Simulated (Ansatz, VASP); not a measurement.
**KBr in VASP and in Ansatz**

```xyz
2
Lattice="0.0000 3.6289 3.6289 3.6289 0.0000 3.6289 3.6289 3.6289 0.0000" Properties=species:S:1:pos:R:3 pbc="T T T"
K     0.0000    0.0000    0.0000
Br    1.8145    1.8145    1.8145
```

Change from the starting cell: hydrostatic strain -1.6%.

Alike in both runs: task single point; functional r2SCAN; k mesh 6 × 6 × 6; no spin polarisation.

|  | VASP | Ansatz |
| --- | --- | --- |
| version | VASP 6.6.1 | Ansatz 0.2.0 |
| potentials or method | VASP PAW PBE potentials, release 64 (K_sv, Br) | plane waves, PAW |
| plane-wave cutoff (eV) | 520 | 500 |
| occupations | gaussian, width 0.01 eV | fixed |
| valence electrons in the cell | 16 | 16 |

```tsv
	VASP	Ansatz	Ansatz less VASP
gap on the k mesh at the Fermi level (eV)	4.91	4.91	0.000
pressure (GPa)	0.6	0.6	-0.01
```

VASP's potentials were made for PBE, not for r2SCAN.
